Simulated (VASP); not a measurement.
# LiH (Fm-3m) in VASP: a series of runs, part 3 of 3

VASP 6.6.1.

## (5) Vibrations by perturbation theory, PBEsol (volume scaled by 1.020)

INCAR

```
PREC = Accurate
ENCUT = 520
EDIFF = 1E-8
ISMEAR = 0
SIGMA = 0.01
LREAL = False
LASPH = True
NELM = 100
ALGO = Normal
ISIF = 2
LWAVE = False
LCHARG = True
GGA = PS
NBANDS = 9
IBRION = 8
NSW = 1
```

KPOINTS

```
regular mesh
0
Gamma
  8 8 8
```

POSCAR

```
LiH
1.0
    0.0000000000      2.0035541488      2.0035541488
    2.0035541488      0.0000000000      2.0035541488
    2.0035541488      2.0035541488      0.0000000000
Li H
1 1
Direct
    0.0000000000      0.0000000000      0.0000000000
    0.5000000000      0.5000000000      0.5000000000
```

Potentials or basis: VASP PAW PBE potentials, release 64 (Li_sv, H).

Command:

```sh
> cat potpaw_PBE.64/Li_sv/POTCAR potpaw_PBE.64/H/POTCAR > POTCAR
> mpirun -np 1 vasp_std > vasp.out
```

OUTCAR:

```text
PREC = Accurate
   ENCUT = 520
   EDIFF = 1E-8
   ISMEAR = 0
   LREAL = False
   LASPH = True
   NELM = 100
   ISIF = 2
   GGA = PS
   IBRION = 8
   NSW = 1

 ion  position               nearest neighbor table
   1  0.000  0.000  0.000-
   2  0.500  0.500  0.500-

  LATTYP: Found a face centered cubic cell.
 ALAT       =     4.0071082976

  Lattice vectors:

 A1 = (   0.0000000000,   2.0035541488,   2.0035541488)
 A2 = (   2.0035541488,   0.0000000000,   2.0035541488)
 A3 = (   2.0035541488,   2.0035541488,   0.0000000000)

Analysis of symmetry for initial positions (statically):
=====================================================================
 Subroutine PRICEL returns:
 Original cell was already a primitive cell.

 Routine SETGRP: Setting up the symmetry group for a
 face centered cubic supercell.

 Subroutine GETGRP returns: Found 48 space group operations
 (whereof 48 operations were pure point group operations)
 out of a pool of 48 trial point group operations.

The static configuration has the point symmetry O_h .

Analysis of symmetry for dynamics (positions and initial velocities):
=====================================================================
 Subroutine PRICEL returns:
 Original cell was already a primitive cell.

 Routine SETGRP: Setting up the symmetry group for a
 face centered cubic supercell.

 Subroutine GETGRP returns: Found 48 space group operations
 (whereof 48 operations were pure point group operations)
 out of a pool of 48 trial point group operations.

The dynamic configuration has the point symmetry O_h .

 Subroutine INISYM returns: Found 48 space group operations
 (whereof 48 operations are pure point group operations),
 and found     1 'primitive' translations

----------------------------------------------------------------------------------------

                                     Primitive cell

  volume of cell :      16.0855

  direct lattice vectors                    reciprocal lattice vectors
     0.000000000  2.003554149  2.003554149    -0.249556519  0.249556519  0.249556519
     2.003554149  0.000000000  2.003554149     0.249556519 -0.249556519  0.249556519
     2.003554149  2.003554149  0.000000000     0.249556519  0.249556519 -0.249556519

  length of vectors
     2.833453450  2.833453450  2.833453450     0.432244571  0.432244571  0.432244571

  position of ions in fractional coordinates (direct lattice)
     0.000000000  0.000000000  0.000000000
     0.500000000  0.500000000  0.500000000

  ion indices of the primitive-cell ions
   primitive index   ion index
                 1           1
                 2           2

[... 132 lines left out ...]
      2      -5.3850      2.00000
      3      16.2813      0.00000
      4      17.9018      0.00000
      5      17.9018      0.00000
      6      17.9018      0.00000
      7      22.5158      0.00000
      8      22.5158      0.00000
      9      22.5158      0.00000
[... 265 lines left out ...]
 k-point    24 :      -0.3750    0.2500    0.1250
  band No.  band energies     occupation
      1     -43.4820      2.00000
      2      -1.6153      2.00000
      3       5.0296      0.00000
      4       8.8466      0.00000
      5      13.2888      0.00000
      6      16.4337      0.00000
      7      23.0621      0.00000
      8      26.1196      0.00000
      9      27.2950      0.00000

 [... further k-points ...]

------------------------ aborting loop because EDIFF is reached ----------------------------------------

  FORCE on cell =-STRESS in cart. coord.  units (eV):
  Direction    XX          YY          ZZ          XY          YZ          ZX
  --------------------------------------------------------------------------------------
  -------------------------------------------------------------------------------------
  Total       -0.0906087     -0.0906087     -0.0906087      0.0000000      0.0000000      0.0000000
  in kB       -9.0249981     -9.0249981     -9.0249981      0.0000000      0.0000000      0.0000000
  external PRESSURE =      -9.0249981 kB  Pullay stress =       0.0000000 kB

 VOLUME and BASIS-vectors are now :
 -----------------------------------------------------------------------------
  energy-cutoff  :      520.00
  volume of cell :       16.09
      direct lattice vectors                 reciprocal lattice vectors
     0.000000000  2.003554149  2.003554149    -0.249556519  0.249556519  0.249556519
     2.003554149  0.000000000  2.003554149     0.249556519 -0.249556519  0.249556519
     2.003554149  2.003554149  0.000000000     0.249556519  0.249556519 -0.249556519

 POSITION                                       TOTAL-FORCE (eV/Angst)
 -----------------------------------------------------------------------------------
      0.00000      0.00000      0.00000        -0.000000     -0.000000     -0.000000
      2.00355      2.00355      2.00355         0.000000      0.000000      0.000000
 -----------------------------------------------------------------------------------
    total drift:                                0.000000     -0.000000     -0.000000

  FREE ENERGIE OF THE ION-ELECTRON SYSTEM (eV)
  ---------------------------------------------------
  free  energy   TOTEN  =        -6.1197176045 eV

  energy  without entropy=       -6.1197176045  energy(sigma->0) =       -6.11971760

[... ionic steps 2 to 3 ...]

--------------------------------------- Ionic step        4  -------------------------------------------

------------------------ aborting loop because EDIFF is reached ----------------------------------------

[... ionic steps 5 to 6 ...]

--------------------------------------- Ionic step        7  -------------------------------------------

 Free energy of the ion-electron system (eV)
  ---------------------------------------------------
  ---------------------------------------------------
  free energy    TOTEN  =        -0.01741185 eV

  energy without entropy =       -0.01741185

------------------------ aborting loop because EDIFF is reached ----------------------------------------

 INTERNAL STRAIN TENSOR  FOR ION    2  DIRECTION 1   (eV/Angst):
 -----------------------------------------------------------------------------
     0.00142  0.00000  0.00000
    -0.00000 -0.00380 -0.00000
     0.00000 -0.00000 -0.00380

 INTERNAL STRAIN TENSOR FOR ION    2 for displacements in x,y,z  (eV/Angst):
          X           Y           Z          XY          YZ          ZX
  --------------------------------------------------------------------------------
  x     0.00000     0.00000     0.00000     0.00000     0.00000     0.00000
  y     0.00000     0.00000     0.00000     0.00000     0.00000     0.00000
  z     0.00000     0.00000     0.00000     0.00000     0.00000     0.00000

 SECOND DERIVATIVES (NOT SYMMETRIZED)
 ------------------------------------
               1X          1Y          1Z          2X          2Y          2Z
  1X    -1.168227    0.000000    0.000000    1.168227    0.000000    0.000000
  1Y     0.000000   -1.168227    0.000000    0.000000    1.168227    0.000000
  1Z     0.000000    0.000000   -1.168227    0.000000    0.000000    1.168227
  2X     1.177849    0.000000    0.000000   -1.177849    0.000000    0.000000
  2Y     0.000000    1.177849    0.000000    0.000000   -1.177849    0.000000
  2Z     0.000000    0.000000    1.177849    0.000000    0.000000   -1.177849

 Eigenvectors and eigenvalues of the dynamical matrix
 ----------------------------------------------------

   1 f  =   18.127235 THz   113.896775 2PiTHz  604.659463 cm-1    74.968185 meV
             X         Y         Z           dx          dy          dz
      0.000000  0.000000  0.000000     0.000000    0.352068    0.000000
      2.003554  2.003554  2.003554     0.000000   -0.935974    0.000000
[... 21 lines left out ...]
   6 f/i=    0.024498 THz     0.153926 2PiTHz    0.817168 cm-1     0.101316 meV
             X         Y         Z           dx          dy          dz
      0.000000  0.000000  0.000000     0.000000    0.000000    0.935974
      2.003554  2.003554  2.003554     0.000000    0.000000    0.352068

--------------------------------------------------------------------------------------------------------

 ELASTIC MODULI CONTR FROM IONIC RELAXATION (kBar)
 Direction    XX          YY          ZZ          XY          YZ          ZX
 --------------------------------------------------------------------------------
 XX           0.0000      0.0000      0.0000      0.0000      0.0000      0.0000
 YY           0.0000      0.0000      0.0000      0.0000      0.0000      0.0000
 ZZ           0.0000      0.0000      0.0000      0.0000      0.0000      0.0000
 XY           0.0000      0.0000      0.0000      0.0000      0.0000      0.0000
 YZ           0.0000      0.0000      0.0000      0.0000      0.0000      0.0000
 ZX           0.0000      0.0000      0.0000      0.0000      0.0000      0.0000
 --------------------------------------------------------------------------------
```

OSZICAR:

```text
N       E                     dE             d eps       ncg     rms          rms(c)
DAV:   1    -0.174384533454E+01   -0.17438E+01   -0.15582E+03   530   0.408E+02
DAV:   2    -0.629940793247E+01   -0.45556E+01   -0.45358E+01   772   0.567E+01
DAV:   3    -0.634292609353E+01   -0.43518E-01   -0.43502E-01   632   0.490E+00
[... 42 lines left out ...]
RMM:   6    -0.174117555191E-01    0.56309E-05   -0.11443E-07  2254   0.212E-03    0.988E-05
RMM:   7    -0.174119654673E-01   -0.20995E-06   -0.87777E-09  2389   0.406E-04    0.406E-05
RMM:   8    -0.174118988736E-01    0.66594E-07   -0.19540E-09  2370   0.124E-04    0.303E-06
RMM:   9    -0.174118521986E-01    0.46675E-07   -0.46692E-08  2507   0.490E-05    0.187E-06
RMM:  10    -0.174118535109E-01   -0.13122E-08   -0.38896E-08  2490   0.275E-05    0.103E-06
 Linear response finished
```

It took 74 s on 1 thread of AMD EPYC 7R43 (Zen 3), shared host; peak memory 0.12 GiB.

What came out:

| Property | Result |
| --- | --- |
| Highest phonon frequency at Γ, LO-TO splitting left out | 605 cm⁻¹ |

Phonon frequencies in cm⁻¹ (negative: imaginary):
| q point | frequencies |
| --- | --- |
| (0.000, 0.000, 0.000) | -1 -1 -1 605 605 605 |

Caveat: the cutoff is under 1.25 times the usual one of these potentials, so pressure, stress and relaxed cells hold a basis-set (Pulay) error; the PAW data sets were made with another functional, which shifts forces and pressure a little.
